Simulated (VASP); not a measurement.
# HfN in VASP: notebook, part 2 of 2

VASP 6.6.1. Earlier steps stand in the parts before.

**3. Single point, PBE (atoms moved at random)**

The input, INCAR:

```
PREC     = Accurate       # precision mode
ENCUT    = 520            # plane-wave cutoff, eV
EDIFF    = 1E-6           # SCF threshold, eV
ISMEAR   = -1             # smearing method
SIGMA    = 0.05           # smearing width, eV
LREAL    = F              # projectors in reciprocal space
LASPH    = T              # aspherical terms in the spheres
NELM     = 100            # most SCF steps
ALGO     = Normal         # electronic algorithm
ISIF     = 2              # what is computed and relaxed
LWAVE    = F              # write WAVECAR
LCHARG   = F              # write CHGCAR
GGA      = PE             # functional
NBANDS   = 14             # bands
```

The input, KPOINTS:

```
Automatic mesh
0
Gamma
  9 9 9
```

The input, POSCAR:

```
HfN
1.0
    0.0000000000      2.4548220000      2.4548220000
    2.4548220000      0.0000000000      2.4548220000
    2.4548220000      2.4548220000      0.0000000000
Hf N
1 1
Direct
   -0.0015310000     -0.0029430000     -0.0034000000
    0.2637830000      0.2428060000      0.2393630000
```

Potentials or basis: VASP PAW PBE potentials, release 64 (Hf_pv, N).

Command:

```bash
cat potpaw_PBE.64/Hf_pv/POTCAR potpaw_PBE.64/N/POTCAR > POTCAR
mpirun -np 1 vasp_std > vasp.out
```

OUTCAR:

```text
PREC = Accurate
   ENCUT = 520
   EDIFF = 1E-6
   ISMEAR = -1
   LREAL = F
   LASPH = T
   NELM = 100
   ISIF = 2
   GGA = PE

 ion  position               nearest neighbor table
   1  0.998  0.997  0.997-   2 2.08   2 2.14   2 2.14   2 2.15
   2  0.264  0.243  0.239-   1 2.08   1 2.14   1 2.14   1 2.15

  LATTYP: Found a face centered cubic cell.
 ALAT       =     4.9096440000

  Lattice vectors:

 A1 = (   0.0000000000,   2.4548220000,   2.4548220000)
 A2 = (   2.4548220000,   0.0000000000,   2.4548220000)
 A3 = (   2.4548220000,   2.4548220000,   0.0000000000)

Analysis of symmetry for initial positions (statically):
=====================================================================
 Subroutine PRICEL returns:
 Original cell was already a primitive cell.

 Routine SETGRP: Setting up the symmetry group for a
 face centered cubic supercell.

 Subroutine GETGRP returns: Found  1 space group operations
 (whereof  1 operations were pure point group operations)
 out of a pool of 48 trial point group operations.
[... 166 lines left out ...]
 cond. band min:       5.8202753231   @ k =  -0.2222   0.4444  -0.3333
 fundamental gap:      0.0803874195
 Fermi energy:         5.7712662790

 k-point     1 :       0.0000    0.0000    0.0000
  band No.  band energies     occupation
      1     -25.3579      2.00000
      2     -25.3506      2.00000
      3     -25.3500      2.00000
      4     -10.3988      2.00000
      5       0.2448      2.00000
      6       0.3415      2.00000
      7       0.3595      2.00000
      8       5.0363      2.00000
      9       8.0131      0.00000
     10       8.0139      0.00000
     11      12.1726      0.00000
     12      12.2433      0.00000
     13      12.6606      0.00000
     14      18.0657      0.00000
[... 377 lines left out ...]
      1     -25.5153      2.00000
      2     -25.3960      2.00000
      3     -25.3851      2.00000
      4      -9.9365      2.00000
      5      -0.3901      2.00000
      6       0.6528      2.00000
      7       0.6709      2.00000
      8       6.6238      0.00000
      9       7.1768      0.00000
     10       8.2488      0.00000
     11      11.6996      0.00000
     12      12.5903      0.00000
     13      12.9181      0.00000
     14      16.0142      0.00000

 [... further k-points ...]
[... 5 lines left out ...]
  --------------------------------------------------------------------------------------
  -------------------------------------------------------------------------------------
  Total       -0.0195986     -0.0179920     -0.0192375     -0.2985095      0.3087032     -0.2297929
  in kB       -1.0613166     -0.9743182     -1.0417610    -16.1651147     16.7171271    -12.4439192
  external PRESSURE =      -1.0257986 kB  Pullay stress =       0.0000000 kB

 VOLUME and BASIS-vectors are now :
 -----------------------------------------------------------------------------
  energy-cutoff  :      520.00
  volume of cell :       29.59
      direct lattice vectors                 reciprocal lattice vectors
     0.000000000  2.454822000  2.454822000    -0.203680756  0.203680756  0.203680756
     2.454822000  0.000000000  2.454822000     0.203680756 -0.203680756  0.203680756
     2.454822000  2.454822000  0.000000000     0.203680756  0.203680756 -0.203680756

 POSITION                                       TOTAL-FORCE (eV/Angst)
 -----------------------------------------------------------------------------------
      4.89407      4.89754      4.89866        -0.354499      0.266106      0.342847
      1.18364      1.23513      1.24359         0.354499     -0.266106     -0.342847
 -----------------------------------------------------------------------------------
    total drift:                               -0.000004     -0.000024     -0.000012

  FREE ENERGIE OF THE ION-ELECTRON SYSTEM (eV)
  ---------------------------------------------------
  free  energy   TOTEN  =       -21.2107734229 eV

  energy  without entropy=      -21.2051666661  energy(sigma->0) =      -21.20797004
```

OSZICAR:

```text
N       E                     dE             d eps       ncg     rms          rms(c)
DAV:   1     0.420072684872E+02    0.42007E+02   -0.77244E+03 10244   0.976E+02
DAV:   2    -0.223050051080E+02   -0.64312E+02   -0.60262E+02 13912   0.233E+02
DAV:   3    -0.248153442056E+02   -0.25103E+01   -0.25015E+01 11780   0.381E+01
DAV:   4    -0.248295071380E+02   -0.14163E-01   -0.14161E-01 12044   0.342E+00
DAV:   5    -0.248296517167E+02   -0.14458E-03   -0.14458E-03 11852   0.305E-01    0.537E+01
DAV:   6    -0.213384784484E+02    0.34912E+01   -0.13119E+01 11330   0.249E+01    0.391E+01
DAV:   7    -0.212304175713E+02    0.10806E+00   -0.70416E-01 10568   0.746E+00    0.252E+01
DAV:   8    -0.212197212206E+02    0.10696E-01   -0.11378E-01 12440   0.303E+00    0.709E+00
DAV:   9    -0.212108379214E+02    0.88833E-02   -0.23298E-02 11486   0.116E+00    0.172E+00
DAV:  10    -0.212107995746E+02    0.38347E-04   -0.15921E-03 12170   0.359E-01    0.227E-01
DAV:  11    -0.212107757078E+02    0.23867E-04   -0.97464E-05 11510   0.911E-02    0.106E-01
DAV:  12    -0.212107735343E+02    0.21735E-05   -0.22801E-05 13166   0.374E-02    0.128E-02
DAV:  13    -0.212107734229E+02    0.11135E-06   -0.11193E-06  7810   0.103E-02
   1 F= -.21210773E+02 E0= -.21207970E+02  d E =-.560676E-02
```

stdout:

```text
POSCAR found type information on POSCAR HfN
 POSCAR found :  2 types and       2 ions
 scaLAPACK will be used
 LDA part: xc-table for (Slater+PW92), standard interpolation
 POSCAR, INCAR and KPOINTS ok, starting setup
 FFT: planning ... GRIDC
 FFT: planning ... GRID_SOFT
 FFT: planning ... GRID
 WAVECAR not read
 entering main loop
```

Wall time 2.1 min (1 thread of Intel Xeon 6975P-C, shared host); peak memory 0.29 GiB.

Results:

- Free energy: -21.2108 eV
- Pressure: -0.1 GPa
- Largest force: 0.560 eV/Å

Forces on the atoms (eV/Å):
```
Hf  -0.354  0.266  0.343
N    0.354 -0.266 -0.343
```

Caveat: the cell differs from its parent crystal (atoms moved at random); spin-orbit coupling is left out, which moves the levels of the heavy elements.

**4. Single point, LDA**

This run uses another cell than the first one, of 14.07 Å³/atom, 0.897 times its volume.

The input, INCAR:

```
PREC = Accurate
ENCUT = 520
EDIFF = 1E-7
ISMEAR = -1
SIGMA = 0.05
LREAL = False
LASPH = True
NELM = 60
ALGO = Normal
ISIF = 2
LWAVE = False
LCHARG = True
GGA = CA
LELF = True
LVHAR = True
NBANDS = 14
```

The input, KPOINTS:

```
regular mesh
0
Gamma
  9 9 9
```

The input, POSCAR:

```
HfN
1.0
    0.0000000000      2.4142418910      2.4142418910
    2.4142418910      0.0000000000      2.4142418910
    2.4142418910      2.4142418910      0.0000000000
Hf N
1 1
Direct
    0.0000000000      0.0000000000      0.0000000000
    0.2500000000      0.2500000000      0.2500000000
```

Potentials or basis: VASP PAW LDA potentials, release 64 (Hf_pv, N).

Command:

```bash
cat potpaw_LDA.64/Hf_pv/POTCAR potpaw_LDA.64/N/POTCAR > POTCAR
mpirun -np 1 vasp_std > vasp.out
```

OUTCAR:

```text
PREC = Accurate
   ENCUT = 520
   EDIFF = 1E-7
   ISMEAR = -1
   LREAL = False
   LASPH = True
   NELM = 60
   ISIF = 2
   GGA = CA

 ion  position               nearest neighbor table
   1  0.000  0.000  0.000-   2 2.09   2 2.09   2 2.09   2 2.09
   2  0.250  0.250  0.250-   1 2.09   1 2.09   1 2.09   1 2.09

  LATTYP: Found a face centered cubic cell.
 ALAT       =     4.8284837820

  Lattice vectors:

 A1 = (   0.0000000000,   2.4142418910,   2.4142418910)
 A2 = (   2.4142418910,   0.0000000000,   2.4142418910)
 A3 = (   2.4142418910,   2.4142418910,   0.0000000000)
[... 584 lines left out ...]
     10      10.0681      0.00000
     11      11.0063      0.00000
     12      11.0063      0.00000
     13      15.4725      0.00000
     14      17.5936      0.00000

 [... further k-points ...]
[... 5 lines left out ...]
  --------------------------------------------------------------------------------------
  -------------------------------------------------------------------------------------
  Total       -0.0280987     -0.0280987     -0.0280987      0.0000000      0.0000000     -0.0000000
  in kB       -1.5996476     -1.5996476     -1.5996476      0.0000000      0.0000000     -0.0000000
  external PRESSURE =      -1.5996476 kB  Pullay stress =       0.0000000 kB

 VOLUME and BASIS-vectors are now :
 -----------------------------------------------------------------------------
  energy-cutoff  :      520.00
  volume of cell :       28.14
      direct lattice vectors                 reciprocal lattice vectors
     0.000000000  2.414241891  2.414241891    -0.207104351  0.207104351  0.207104351
     2.414241891  0.000000000  2.414241891     0.207104351 -0.207104351  0.207104351
     2.414241891  2.414241891  0.000000000     0.207104351  0.207104351 -0.207104351

 POSITION                                       TOTAL-FORCE (eV/Angst)
 -----------------------------------------------------------------------------------
      0.00000      0.00000      0.00000         0.000000     -0.000000     -0.000000
      1.20712      1.20712      1.20712        -0.000000      0.000000      0.000000
 -----------------------------------------------------------------------------------
    total drift:                               -0.000000     -0.000000     -0.000000

  FREE ENERGIE OF THE ION-ELECTRON SYSTEM (eV)
  ---------------------------------------------------
  free  energy   TOTEN  =       -23.0660346754 eV

  energy  without entropy=      -23.0614350954  energy(sigma->0) =      -23.06373489
```

Run time: 12 s. Hardware: 1 thread of Intel Xeon 6975P-C, shared host; peak memory 0.15 GiB.

Results:

- Free energy: -23.0660 eV
- Pressure: -0.2 GPa

Caveat: spin-orbit coupling is left out, which moves the levels of the heavy elements.

**5. Single point, LDA+U**

This run uses another cell than the first one, of 14.16 Å³/atom, 0.903 times its volume.

The input, INCAR:

```
SYSTEM = HfN
PREC = Accurate
ENCUT = 520
EDIFF = 1E-7
ISMEAR = -1
SIGMA = 0.05
LREAL = .FALSE.
LASPH = .TRUE.
NELM = 150
ALGO = Normal
ISIF = 2
LWAVE = .FALSE.
LCHARG = .FALSE.
LMAXMIX = 4
LDAU = .TRUE.
LDAUTYPE = 2
LDAUL = 2 -1
LDAUU = 1 0
LDAUJ = 0 0
LDAUPRINT = 1
NBANDS = 14
```

The input, KPOINTS:

```
Automatic mesh
0
G
  9 9 9
  0 0 0
```

The input, POSCAR:

```
HfN
1.0
    0.0000000000      2.4193002350      2.4193002350
    2.4193002350      0.0000000000      2.4193002350
    2.4193002350      2.4193002350      0.0000000000
Hf N
1 1
Direct
    0.0000000000      0.0000000000      0.0000000000
    0.2500000000      0.2500000000      0.2500000000
```

Command:

```bash
cat potpaw_LDA.64/Hf_pv/POTCAR potpaw_LDA.64/N/POTCAR > POTCAR
mpirun -np 1 vasp_std > vasp.out
```

It took 13 s on 1 thread of Intel Xeon 6975P-C, shared host; peak memory 0.15 GiB.

It converged, with:

```
Free energy : -22.3517 eV
Pressure    : 1.6 GPa
```

Levels at points of the mesh, in eV from the Fermi level:
| k point | band 4 | band 5 | band 6 | band 7 | band 8 | band 9 | band 10 | band 11 |
| --- | --- | --- | --- | --- | --- | --- | --- | --- |
| (0.00, 0.00, 0.00) | -16.20 | -5.65 | -5.65 | -5.65 | -0.62 | 2.40 | 2.40 | 6.82 |

Eigenvalues of the final occupation matrices:
| site | spin | trace | eigenvalues |
| --- | --- | --- | --- |
| site 1 d | 1 | 0.89 | 0.10 0.10 0.23 0.23 0.23 |
| site 1 d | 2 | 0.89 | 0.10 0.10 0.23 0.23 0.23 |

Caveat: spin-orbit coupling is left out, which moves the levels of the heavy elements; U without spin polarisation on a metal has little footing.

**6. The runs side by side**

| level | potentials or basis | U | cell | gap on the mesh (eV) | pressure (GPa) |
| --- | --- | --- | --- | --- | --- |
| PBE | VASP PAW PBE potentials, release 64 (Hf_pv, N) | - | a = 3.540 Å, angles 60.0°, 2 atoms | none | -10.3 |
| PBE | VASP PAW PBE potentials, release 64 (Hf_pv, N) | - | a = 3.472 Å, angles 60.0°, 2 atoms | none | -0.1 |
| LDA | VASP PAW LDA potentials, release 64 (Hf_pv, N) | - | a = 3.414 Å, angles 60.0°, 2 atoms | none | -0.2 |
| LDA+U | VASP PAW LDA potentials, release 64 (Hf_pv, N) | Hf d U = 1.0 eV | a = 3.421 Å, angles 60.0°, 2 atoms | none | 1.6 |

Alike in all rows: task single point; no spin polarisation; k mesh 9 × 9 × 9; cutoff (eV) 520; smearing fermi-dirac 0.05 eV.

Caveats: spin-orbit coupling is left out, which moves the levels of the heavy elements; U without spin polarisation on a metal has little footing (some runs).

Absolute energies hang on the potentials; compare differences alone.
